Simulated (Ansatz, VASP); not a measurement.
Hf3H: VASP beside Ansatz

```xyz
4
Lattice="3.0147 1.7406 2.3947 -3.0147 1.7406 2.3947 0.0000 -3.4811 2.3947" Properties=species:S:1:pos:R:3 pbc="T T T"
Hf    1.5074   -0.8703    2.3947
Hf    0.0000    1.7406    2.3947
Hf   -1.5074   -0.8703    2.3947
H     0.0000    0.0000    0.0000
```

Alike in both runs: functional PBE; k mesh 5 × 5 × 5; occupations gaussian, width 0.2 eV; no spin polarisation.

Ansatz relaxed the structure, and its values are those at the end. VASP's run is a single point on that final structure, the one shown.

|  | VASP | Ansatz |
| --- | --- | --- |
| version | VASP 6.6.1 | Ansatz 0.2.0 |
| potentials or method | VASP PAW PBE potentials, release 64 (Hf_pv, H), cutoff 500 eV | scalar-relativistic, plane waves, PAW |
| valence electrons in the cell | 31 | 79 |

VASP gave:

```
gap on the k mesh at the Fermi level (eV) : none
pressure (GPa)                            : -0.1
```

Q: Which values does Ansatz return?

A: gap on the k mesh at the Fermi level (eV): none; pressure (GPa): 0.2.

A gap of «none» marks a metal or a gap that the smearing closes. VASP's potentials hold 31 valence electrons a cell and Ansatz's 79, so a difference there can come from the potentials and not from the codes.

Neither program's run includes spin-orbit coupling.
